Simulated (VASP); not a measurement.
# Sr (Fm-3m) in VASP: single point with PBE

Aim: the single point of Sr with PBE.

All numbers are computed with VASP 6.6.1; they aren't measurements. Logs are shortened: lines on timing, memory, paths and dates and some standing lists are left out, and cuts for length are marked.

## Step 1: The cell of the first run

The structure is cubic, space group Fm-3m (No. 225). The conventional cell has a = 5.456 Å, b = 5.456 Å, c = 5.456 Å, α = 90.00°, β = 90.00°, γ = 90.00°. Sr (site symmetry m-3m) has 12 Sr at 3.86 Å within 5.1 Å.

## Step 2: Single point, PBE (Mg replaced by Sr, lengths x 1.230, strained)

Input file INCAR:

```
SYSTEM = Sr
ALGO = Normal
EDIFF = 1E-6
ENCUT = 520
GGA = PE
ISIF = 2
ISMEAR = 0
LASPH = .True.
LCHARG = .False.
LREAL = .False.
LWAVE = .False.
NBANDS = 11
NELM = 60
PREC = Accurate
SIGMA = 0.1
```

Input file KPOINTS:

```
k-points
0
Gamma
  6 6 6
  0 0 0
```

Input file POSCAR:

```
Sr
1.0
    0.0000000000      2.7280522714      2.7280522714
    2.7280522714      0.0000000000      2.7280522714
    2.7280522714      2.7280522714      0.0000000000
Sr
1
Direct
    0.0000000000      0.0000000000      0.0000000000
```

Potentials or basis: VASP PAW PBE potentials, release 64 (Sr_sv).

The run is started by

```
$ cat potpaw_PBE.64/Sr_sv/POTCAR > POTCAR
$ mpirun -np 1 vasp_std > vasp.out
```

OUTCAR:

```text
SYSTEM = Sr
   EDIFF = 1E-6
   ENCUT = 520
   GGA = PE
   ISIF = 2
   ISMEAR = 0
   LASPH = .True.
   LREAL = .False.
   NELM = 60
   PREC = Accurate

 ion  position               nearest neighbor table
   1  0.000  0.000  0.000-

  LATTYP: Found a face centered cubic cell.
 ALAT       =     5.4561045428

  Lattice vectors:

 A1 = (   0.0000000000,   2.7280522714,   2.7280522714)
 A2 = (   2.7280522714,   0.0000000000,   2.7280522714)
 A3 = (   2.7280522714,   2.7280522714,   0.0000000000)

Analysis of symmetry for initial positions (statically):
=====================================================================
 Subroutine PRICEL returns:
 Original cell was already a primitive cell.

 Routine SETGRP: Setting up the symmetry group for a
 face centered cubic supercell.

 Subroutine GETGRP returns: Found 48 space group operations
 (whereof 48 operations were pure point group operations)
 out of a pool of 48 trial point group operations.

The static configuration has the point symmetry O_h .

Analysis of symmetry for dynamics (positions and initial velocities):
=====================================================================
 Subroutine PRICEL returns:
 Original cell was already a primitive cell.

 Routine SETGRP: Setting up the symmetry group for a
 face centered cubic supercell.

 Subroutine GETGRP returns: Found 48 space group operations
 (whereof 48 operations were pure point group operations)
 out of a pool of 48 trial point group operations.

The dynamic configuration has the point symmetry O_h .

 Subroutine INISYM returns: Found 48 space group operations
 (whereof 48 operations are pure point group operations),
 and found     1 'primitive' translations

----------------------------------------------------------------------------------------

                                     Primitive cell

  volume of cell :      40.6058

  direct lattice vectors                    reciprocal lattice vectors
     0.000000000  2.728052271  2.728052271    -0.183280946  0.183280946  0.183280946
     2.728052271  0.000000000  2.728052271     0.183280946 -0.183280946  0.183280946
     2.728052271  2.728052271  0.000000000     0.183280946  0.183280946 -0.183280946

  length of vectors
     3.858048521  3.858048521  3.858048521     0.317451910  0.317451910  0.317451910

  position of ions in fractional coordinates (direct lattice)
     0.000000000  0.000000000  0.000000000
[... 72 lines left out ...]
   NFREE  =      0    steps in history (QN), initial steepest desc. (CG)
   ISIF   =      2    stress and relaxation
   ISYM   =      2    0-nonsym 1-usesym 2-fastsym
   POTIM  = 0.5000    time-step for ionic-motion
   TEBEG  =    0.0;   TEEND  =   0.0 temperature during run
   PSTRESS=    0.0 pullay stress
   NELECT =      10.0000    total number of electrons
   NUPDOWN=      -1.0000    fix difference up-down
   EMIN   =  10.00;   EMAX   =-10.00  energy-range for DOS
   EFERMI =   0.00;   METHOD = LEGACY
   ISMEAR =     0;   SIGMA  =   0.10  broadening in eV -4-tet -1-fermi 0-gaus
   EFERMI_NEDOS =   21; number of points for ismear=-14 and -15
   IALGO  =     38    algorithm
   IMIX   =      4    mixing-type and parameters
     AMIX     =   0.40;   BMIX     =  1.00
     AMIX_MAG =   1.60;   BMIX_MAG =  1.00
  volume/ion in A,a.u.               =      40.61       274.02
  Fermi-wavevector in a.u.,A,eV,Ry     =   1.026153  1.939148 14.326800  1.052990
  Thomas-Fermi vector in A             =   2.160031
   LORBIT       =      0    0 simple, 1 ext, 2 COOP (PROOUT), +10 PAW based schemes
   GGA     = PE    functional components
   LHFCALC =     F    Hartree Fock is set to
   AEXX    =    0.0000 exact exchange contribution
   IVDW    =     0    specifies the selected vdW correction
   LEPSILON=     F    determine dielectric tensor
   LRPA    =     F    only Hartree local field effects (RPA)
 non-spin polarized calculation
 Gauss-broadening in eV      SIGMA  =   0.10
  energy-cutoff  :      520.00
  volume of cell :       40.61
 maximum number of plane-waves:      1113
 NGX is ok and might be reduce to    30
   NGX = 15   NGY = 15   NGZ = 15

 number of electron      10.0000000 magnetization

 Free energy of the ion-electron system (eV)
  ---------------------------------------------------
  ext. energy  EPLUGINS =         0.00000000
  ---------------------------------------------------
  free energy    TOTEN  =        -1.40087562 eV

  energy without entropy =       -1.38690190  energy(sigma->0) =       -1.39388876

 E-fermi :   2.8185     XC(G=0):  -8.3337

 val. band max:        2.7900422780   @ k =  -0.3333   0.3333   0.1667
 cond. band min:       2.8711001259   @ k =  -0.3333   0.3333   0.1667
 fundamental gap:      0.0810578479
 Fermi energy:         2.8185025052

 k-point     1 :       0.0000    0.0000    0.0000
  band No.  band energies     occupation
      1     -33.3363      2.00000
      2     -15.1109      2.00000
      3     -15.1109      2.00000
      4     -15.1109      2.00000
      5      -1.2998      2.00000
      6       5.4097      0.00000
      7       5.4097      0.00000
      8       5.4097      0.00000
      9       7.4322      0.00000
     10       7.4322      0.00000
     11      10.8477      0.00000
[... 197 lines left out ...]
 k-point    16 :      -0.3333    0.5000    0.1667
  band No.  band energies     occupation
      1     -33.2623      2.00000
      2     -15.5437      2.00000
      3     -15.3849      2.00000
      4     -15.3098      2.00000
      5       2.3051      2.00000
      6       3.1594      0.00000
      7       4.1107      0.00000
      8       6.3968      0.00000
      9       9.3456      0.00000
     10       9.8232      0.00000
     11       9.9694      0.00000

------------------------ aborting loop because EDIFF is reached ----------------------------------------

  FORCE on cell =-STRESS in cart. coord.  units (eV):
  Direction    XX          YY          ZZ          XY          YZ          ZX
  --------------------------------------------------------------------------------------
  -------------------------------------------------------------------------------------
  Total        1.5010380      1.5010380      1.5010380      0.0000000     -0.0000000      0.0000000
  in kB       59.2262459     59.2262459     59.2262459      0.0000000     -0.0000000      0.0000000
  external PRESSURE =      59.2262459 kB  Pullay stress =       0.0000000 kB

 VOLUME and BASIS-vectors are now :
 -----------------------------------------------------------------------------
  energy-cutoff  :      520.00
  volume of cell :       40.61
      direct lattice vectors                 reciprocal lattice vectors
     0.000000000  2.728052271  2.728052271    -0.183280946  0.183280946  0.183280946
     2.728052271  0.000000000  2.728052271     0.183280946 -0.183280946  0.183280946
     2.728052271  2.728052271  0.000000000     0.183280946  0.183280946 -0.183280946

 POSITION                                       TOTAL-FORCE (eV/Angst)
 -----------------------------------------------------------------------------------
      0.00000      0.00000      0.00000         0.000000      0.000000     -0.000000
 -----------------------------------------------------------------------------------
    total drift:                               -0.000000     -0.000000     -0.000000

  FREE ENERGIE OF THE ION-ELECTRON SYSTEM (eV)
  ---------------------------------------------------
  free  energy   TOTEN  =        -1.4008756157 eV

  energy  without entropy=       -1.3869018967  energy(sigma->0) =       -1.39388876
```

OSZICAR:

```text
N       E                     dE             d eps       ncg     rms          rms(c)
DAV:   1     0.355228375884E+02    0.35523E+02   -0.49643E+03   352   0.817E+02
DAV:   2     0.359014887094E-01   -0.35487E+02   -0.34409E+02   400   0.158E+02
DAV:   3    -0.137412051712E+01   -0.14100E+01   -0.13970E+01   509   0.231E+01
DAV:   4    -0.141168702925E+01   -0.37567E-01   -0.37312E-01   452   0.343E+00
DAV:   5    -0.141280650682E+01   -0.11195E-02   -0.11194E-02   507   0.390E-01    0.145E+01
DAV:   6    -0.140539250185E+01    0.74140E-02   -0.54430E-03   532   0.771E-01    0.839E+00
DAV:   7    -0.140080822529E+01    0.45843E-02   -0.11499E-02   559   0.105E+00    0.192E-01
DAV:   8    -0.140085522813E+01   -0.47003E-04   -0.20572E-04   432   0.115E-01    0.450E-02
DAV:   9    -0.140087301617E+01   -0.17788E-04   -0.32030E-05   540   0.321E-02    0.191E-02
DAV:  10    -0.140087627335E+01   -0.32572E-05   -0.59993E-06   408   0.201E-02    0.580E-03
DAV:  11    -0.140087561572E+01    0.65763E-06   -0.50481E-07   215   0.566E-03
   1 F= -.14008756E+01 E0= -.13938888E+01  d E =-.139737E-01
```

stdout:

```text
POSCAR found type information on POSCAR Sr
 POSCAR found :  1 types and       1 ions
 scaLAPACK will be used
 LDA part: xc-table for (Slater+PW92), standard interpolation
 POSCAR, INCAR and KPOINTS ok, starting setup
 FFT: planning ... GRIDC
 FFT: planning ... GRID_SOFT
 FFT: planning ... GRID
 WAVECAR not read
 entering main loop
```

Run time: 5.3 s. Hardware: 1 thread of AMD EPYC 9R45 (Zen 5), shared host; peak memory 0.14 GiB.

What came out:

| Item | Value |
| --- | --- |
| Free energy | -1.4009 eV |
| Pressure | 5.9 GPa |
| Band gap on the k mesh | zero (bands 5 and 6 overlap by 0.02 eV) |

Levels at points of the mesh, in eV from the Fermi level:
```
           k point  band 2  band 3  band 4  band 5  band 6  band 7  band 8  band 9
(0.00, 0.00, 0.00)  -17.93  -17.93  -17.93   -4.12    2.59    2.59    2.59    4.61
(0.50, 0.00, 0.00)  -18.48  -18.00  -18.00   -1.36    0.59    2.36    2.36    6.08
(0.50, 0.50, 0.00)  -18.44  -18.12  -18.12   -1.12   -0.05    1.93    6.10    6.52
```

Caveat: the cell differs from its parent crystal (Mg replaced by Sr, lengths x 1.230, strained); the cell stands under pressure.

The gap in the log of VASP goes by the Fermi energy; the results here count the filled bands.